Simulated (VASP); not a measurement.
# SnSe2 (P-3m1) in VASP: a series of runs

The runs below take SnSe2 through relaxation of cell and atoms, single point, with PBEsol.

Program: VASP 6.6.1. These are calculated values, not measurements. Logs are shortened: lines on timing, memory, paths and dates and some standing lists are left out, and cuts for length are marked.

### Step 1. The cell of the first run

Symmetry: P-3m1, No. 164, trigonal system. Conventional cell: a = 3.819 Å, b = 3.819 Å, c = 6.139 Å, α = 90.00°, β = 90.00°, γ = 120.00°. Sn (site symmetry -3m) has 6 Se at 2.72 Å within 3.6 Å. Se (site symmetry 3m) has 3 Sn at 2.72 Å and 12 Se at 3.70 to 3.86 Å within 3.9 Å.

### Step 2. Relaxation of cell and atoms, PBEsol, target pressure 2 GPa, at which the enthalpy is minimised

The input, INCAR:

```
SYSTEM = SnSe2
PREC = Accurate
ENCUT = 600
EDIFF = 1E-6
ISMEAR = 0
SIGMA = 0.01
LREAL = .FALSE.
LASPH = .TRUE.
NELM = 60
ALGO = Normal
ISIF = 3
LWAVE = .FALSE.
LCHARG = .FALSE.
GGA = PS
IBRION = 2
NSW = 100
EDIFFG = -0.002
PSTRESS = 20.0
```

The input, KPOINTS:

```
regular mesh
0
G
  8 8 4
  0 0 0
```

The input, POSCAR:

```
SnSe2
1.0
    3.8189419526      0.0000000000      0.0000000000
   -1.9094709763      3.3073007465      0.0000000000
    0.0000000000      0.0000000000      6.1394653605
Sn Se
1 2
Direct
    0.0000000000      0.0000000000      0.0000000000
    0.3333333333      0.6666666667      0.2584674342
    0.6666666667      0.3333333333      0.7415325658
```

Potentials or basis: VASP PAW PBE potentials, release 64 (Sn_d, Se).

Command:

```console
> cat potpaw_PBE.64/Sn_d/POTCAR potpaw_PBE.64/Se/POTCAR > POTCAR
> mpirun -np 1 vasp_std > vasp.out
```

OUTCAR:

```text
SYSTEM = SnSe2
   PREC = Accurate
   ENCUT = 600
   EDIFF = 1E-6
   ISMEAR = 0
   LREAL = .FALSE.
   LASPH = .TRUE.
   NELM = 60
   ISIF = 3
   GGA = PS
   IBRION = 2
   NSW = 100
   EDIFFG = -0.002
   PSTRESS = 20.0

 ion  position               nearest neighbor table
   1  0.000  0.000  0.000-   2 2.72   3 2.72   2 2.72   3 2.72   3 2.72   2 2.72
   2  0.333  0.667  0.258-   1 2.72   1 2.72   1 2.72
   3  0.667  0.333  0.742-   1 2.72   1 2.72   1 2.72

  LATTYP: Found a hexagonal cell.
 ALAT       =     3.8189419526
 C/A-ratio  =     1.6076351609

  Lattice vectors:

 A1 = (   3.8189419526,   0.0000000000,   0.0000000000)
 A2 = (  -1.9094709763,   3.3073007465,   0.0000000000)
 A3 = (   0.0000000000,   0.0000000000,   6.1394653605)

Analysis of symmetry for initial positions (statically):
=====================================================================
 Subroutine PRICEL returns:
 Original cell was already a primitive cell.

 Routine SETGRP: Setting up the symmetry group for a
 hexagonal supercell.

 Subroutine GETGRP returns: Found 12 space group operations
 (whereof 12 operations were pure point group operations)
 out of a pool of 24 trial point group operations.

The static configuration has the point symmetry D_3d.

Analysis of symmetry for dynamics (positions and initial velocities):
=====================================================================
 Subroutine PRICEL returns:
 Original cell was already a primitive cell.

 Routine SETGRP: Setting up the symmetry group for a
 hexagonal supercell.

 Subroutine GETGRP returns: Found 12 space group operations
 (whereof 12 operations were pure point group operations)
 out of a pool of 24 trial point group operations.

The dynamic configuration has the point symmetry D_3d.

 Subroutine INISYM returns: Found 12 space group operations
 (whereof 12 operations are pure point group operations),
 and found     1 'primitive' translations

----------------------------------------------------------------------------------------

                                     Primitive cell

  volume of cell :      77.5438

  direct lattice vectors                    reciprocal lattice vectors
     3.818941953  0.000000000  0.000000000     0.261852632  0.151180687  0.000000000
    -1.909470976  3.307300747  0.000000000     0.000000000  0.302361375  0.000000000
     0.000000000  0.000000000  6.139465361     0.000000000  0.000000000  0.162880632

  length of vectors
     3.818941953  3.818941953  6.139465361     0.302361375  0.302361375  0.162880632

  position of ions in fractional coordinates (direct lattice)
[... 96 lines left out ...]
   ISMEAR =     0;   SIGMA  =   0.01  broadening in eV -4-tet -1-fermi 0-gaus
   EFERMI_NEDOS =   21; number of points for ismear=-14 and -15
   IALGO  =     38    algorithm
   IMIX   =      4    mixing-type and parameters
     AMIX     =   0.40;   BMIX     =  1.00
     AMIX_MAG =   1.60;   BMIX_MAG =  1.00
  volume/ion in A,a.u.               =      25.85       174.43
  Fermi-wavevector in a.u.,A,eV,Ry     =   1.137322  2.149227 17.599160  1.293502
  Thomas-Fermi vector in A             =   2.274027
   LORBIT       =      0    0 simple, 1 ext, 2 COOP (PROOUT), +10 PAW based schemes
   GGA     = PS    functional components
   LHFCALC =     F    Hartree Fock is set to
   AEXX    =    0.0000 exact exchange contribution
   IVDW    =     0    specifies the selected vdW correction
   LEPSILON=     F    determine dielectric tensor
   LRPA    =     F    only Hartree local field effects (RPA)
 conjugate gradient relaxation of ions
 non-spin polarized calculation
 Gauss-broadening in eV      SIGMA  =   0.01
  energy-cutoff  :      600.00
  volume of cell :       77.54
 maximum number of plane-waves:      2613
 NGX is ok and might be reduce to    32
   NGX = 15   NGY = 15   NGZ = 25

--------------------------------------- Ionic step        1  -------------------------------------------

 number of electron      25.9999998 magnetization

 Free energy of the ion-electron system (eV)
  ---------------------------------------------------
  ext. energy  EPLUGINS =         0.00000000
  ---------------------------------------------------
  free energy    TOTEN  =       -12.98209426 eV

  energy without entropy =      -12.98209426  energy(sigma->0) =      -12.98209426

------------------------ aborting loop because EDIFF is reached ----------------------------------------

  FORCE on cell =-STRESS in cart. coord.  units (eV):
  Direction    XX          YY          ZZ          XY          YZ          ZX
  --------------------------------------------------------------------------------------
  -------------------------------------------------------------------------------------
  Total        0.0504343      0.0504343      0.0566370      0.0000000      0.0000000      0.0000000
  in kB        1.0420515      1.0420515      1.1702085      0.0000000      0.0000000      0.0000000
  external PRESSURE =     -18.9152295 kB  Pullay stress =      20.0000000 kB
[... 100 lines left out ...]
  energy  without entropy=      -12.9691257189  energy(sigma->0) =      -12.96912572

  enthalpy is  TOTEN    =       -12.0264538213 eV   P V=        0.9426718977

 E-fermi :   4.7638     XC(G=0):  -9.9397

 val. band max:        4.6745587552   @ k =   0.1250   0.0000   0.0000
 cond. band min:       5.2770316195   @ k =   0.5000   0.0000   0.2500
 fundamental gap:      0.6024728643
 Fermi energy:         4.7637917038

 k-point     1 :       0.0000    0.0000    0.0000
  band No.  band energies     occupation
      1     -16.5782      2.00000
      2     -16.5782      2.00000
      3     -16.5349      2.00000
      4     -16.5210      2.00000
      5     -16.5210      2.00000
      6      -9.4853      2.00000
[... 459 lines left out ...]
      6      -7.7998      2.00000
[... 9 lines left out ...]
     16      10.2487      0.00000
     17      11.0909      0.00000

 [... further k-points ...]

[... ionic steps 4 to 14 ...]

--------------------------------------- Ionic step       15  -------------------------------------------

 number of electron      26.0000004 magnetization

------------------------ aborting loop because EDIFF is reached ----------------------------------------
[... 73 lines left out ...]
--------------------------------------- Ionic step       17  -------------------------------------------

 number of electron      26.0000004 magnetization

 Free energy of the ion-electron system (eV)
  ---------------------------------------------------
  ext. energy  EPLUGINS =         0.00000000
  ---------------------------------------------------
  free energy    TOTEN  =       -12.95476560 eV

  energy without entropy =      -12.95476560  energy(sigma->0) =      -12.95476560

 E-fermi :   5.1474     XC(G=0): -10.0340

 val. band max:        5.0747839445   @ k =   0.1250   0.0000   0.0000
 cond. band min:       5.4250033159   @ k =   0.0000   0.3750   0.2500
 fundamental gap:      0.3502193714
 Fermi energy:         5.1474014183

 k-point     1 :       0.0000    0.0000    0.0000
  band No.  band energies     occupation
      1     -16.3951      2.00000
      2     -16.3951      2.00000
      3     -16.3569      2.00000
      4     -16.3427      2.00000
      5     -16.3427      2.00000
      6      -9.3274      2.00000
[... 505 lines left out ...]
  energy  without entropy=      -12.9547655997  energy(sigma->0) =      -12.95476560

  enthalpy is  TOTEN    =       -12.0490846393 eV   P V=        0.9056809605

 reached required accuracy - stopping structural energy minimisation
```

CONTCAR:

```text
SnSe2
   1.00000000000000
     3.7975443836344156   -0.0000000000000000   -0.0000000000000000
    -1.8987721918172078    3.2887699081820774   -0.0000000000000000
    -0.0000000000000000    0.0000000000000001    5.8092421028435952
  Sn              Se
     1     2
Direct
     0.0000000000000000    0.0000000000000000    0.0000000000000000
     0.3333333332999970    0.6666666667000030    0.2732300556669251
     0.6666666667000030    0.3333333332999970    0.7267699443330750

  0.00000000E+00  0.00000000E+00  0.00000000E+00
  0.00000000E+00  0.00000000E+00  0.00000000E+00
  0.00000000E+00  0.00000000E+00  0.00000000E+00
```

Wall time 3.3 min (1 thread of Intel Xeon 6975P-C (Granite Rapids), shared host); peak memory 0.25 GiB.

What came out:

| Quantity | Value |
| --- | --- |
| Free energy | -12.9548 eV |
| Relaxed volume | 24.18 Å³/atom |
| Relaxed cell | a = 3.798 Å, b = 3.798 Å, c = 5.809 Å, α = 90.00°, β = 90.00°, γ = 120.00° |
| Space group after relaxing (to 0.1 Å) | P-3m1 (No. 164) |
| Energy change on relaxing (the run minimises the enthalpy) | +9.1 meV/atom |
| Ionic steps | 17 |
| Pressure after relaxing | 2.0 GPa |
| Band gap on the k mesh | 0.35 eV (least direct gap 0.71 eV) |

Step by step:
```
step  energy change (eV)  largest force (eV/Å)  pressure (GPa)  volume (Å³)
   1              0.0000                0.0117            0.11        77.54
   2              0.0356                0.4088            3.40        74.17
   3              0.0130                0.2414            2.02        75.52
   4              0.0135                0.1819            2.00        75.11
   5              0.0227                0.0024            2.06        73.90
   6              0.0220                0.0027            2.02        73.65
   7              0.0246                0.0182            1.97        72.86
   8              0.0529                0.0526            2.26        71.19
   9              0.0285                0.0104            2.07        72.46
  10              0.0289                0.0110            2.07        72.43
  11              0.0268                0.0124            1.93        72.60
  12              0.0274                0.0122            1.98        72.55
  13              0.0272                0.0121            1.94        72.57
  14              0.0273                0.0121            1.96        72.56
  15              0.0274                0.0052            2.02        72.55
  16              0.0273                0.0003            1.99        72.55
  17              0.0273                0.0013            1.99        72.55
```

Final structure:
```xyz
3
Lattice="3.7975 0.0000 0.0000 -1.8988 3.2888 0.0000 0.0000 0.0000 5.8092" Properties=species:S:1:pos:R:3 pbc="T T T"
Sn    0.0000    0.0000    0.0000
Se    0.0000    2.1925    1.5873
Se    1.8988    1.0963    4.2220
```

Caveat: the cell is relaxed towards a set pressure, so the run minimises the enthalpy, not the energy; the PAW data sets were made with another functional, which shifts forces and pressure a little; spin-orbit coupling is left out, which moves the levels of the heavy elements.

### Step 3. Relaxation of cell and atoms, PBEsol, target pressure 4 GPa, at which the enthalpy is minimised

The input, INCAR:

```
SYSTEM = SnSe2
ALGO = Normal
EDIFF = 1E-6
EDIFFG = -0.002
ENCUT = 600
GGA = PS
IBRION = 2
ISIF = 3
ISMEAR = 0
LASPH = .TRUE.
LCHARG = .FALSE.
LREAL = .FALSE.
LWAVE = .FALSE.
NELM = 80
NSW = 100
PREC = Accurate
PSTRESS = 40.0
SIGMA = 0.01
```

The input, KPOINTS:

```
k-points
0
G
  8 8 4
  0 0 0
```

POSCAR is that of step 2.

Potentials or basis: VASP PAW PBE potentials, release 64 (Sn_d, Se).

Command:

```console
> cat potpaw_PBE.64/Sn_d/POTCAR potpaw_PBE.64/Se/POTCAR > POTCAR
> mpirun -np 1 vasp_std > vasp.out
```

Wall time 3.7 min (1 thread of Intel Xeon 6975P-C (Granite Rapids), shared host); peak memory 0.26 GiB.

The run converged. Its results:

* Free energy: -12.9034 eV
* Relaxed volume: 23.25 Å³/atom
* Relaxed cell: a = 3.775 Å, b = 3.775 Å, c = 5.652 Å, α = 90.00°, β = 90.00°, γ = 120.00°
* Space group after relaxing (to 0.1 Å): P-3m1 (No. 164)
* Energy change on relaxing (the run minimises the enthalpy): +26.2 meV/atom
* Ionic steps: 18
* Pressure after relaxing: 4.0 GPa
* Band gap on the k mesh: 0.19 eV (least direct gap 0.67 eV)

Step by step:
```csv
step,energy change (eV),largest force (eV/Å),pressure (GPa),volume (Å³)
1,0.0000,0.0117,0.11,77.54
2,0.1558,0.9056,7.89,70.71
3,0.0468,0.4735,3.99,73.70
4,0.0483,0.3480,4.01,72.95
5,0.0802,0.0025,4.19,70.89
6,0.0757,0.0254,4.06,70.49
7,0.0815,0.0692,3.98,69.71
8,0.0868,0.0846,4.03,69.47
9,0.0830,0.0020,4.17,69.58
10,0.0825,0.0105,4.18,69.60
11,0.0731,0.0121,3.73,69.98
12,0.0783,0.0007,3.99,69.76
13,0.0784,0.0008,3.98,69.76
14,0.0804,0.0054,4.12,69.68
15,0.0786,0.0010,4.00,69.75
16,0.0785,0.0012,4.02,69.75
17,0.0786,0.0012,4.00,69.75
18,0.0787,0.0018,4.00,69.74
```

Final structure:
```
CELL_PARAMETERS angstrom
3.77483 0.00000 0.00000
-1.88741 3.26910 0.00000
0.00000 0.00000 5.65170
ATOMIC_POSITIONS crystal
Sn 0.00000 0.00000 0.00000
Se 0.33333 0.66667 0.28054
Se 0.66667 0.33333 0.71946
```

Levels at points of the mesh, in eV from the valence-band top:
```
           k point  band 11  band 12  band 13  band 14  band 15  band 16
(0.00, 0.00, 0.00)    -1.04    -1.04    -0.17     0.50     2.63     4.32
(0.50, 0.00, 0.00)    -3.29    -2.57    -0.56     1.12     3.11     4.19
(0.00, 0.00, 0.50)    -1.35    -0.54    -0.54     2.45     2.56     3.65
(0.50, 0.00, 0.50)    -2.34    -1.68    -1.66     0.56     3.40     4.21
```

Caveat: the cell is relaxed towards a set pressure, so the run minimises the enthalpy, not the energy; the PAW data sets were made with another functional, which shifts forces and pressure a little; spin-orbit coupling is left out, which moves the levels of the heavy elements. A k mesh can miss the band edges.

(Continued in part 2 of 2.)
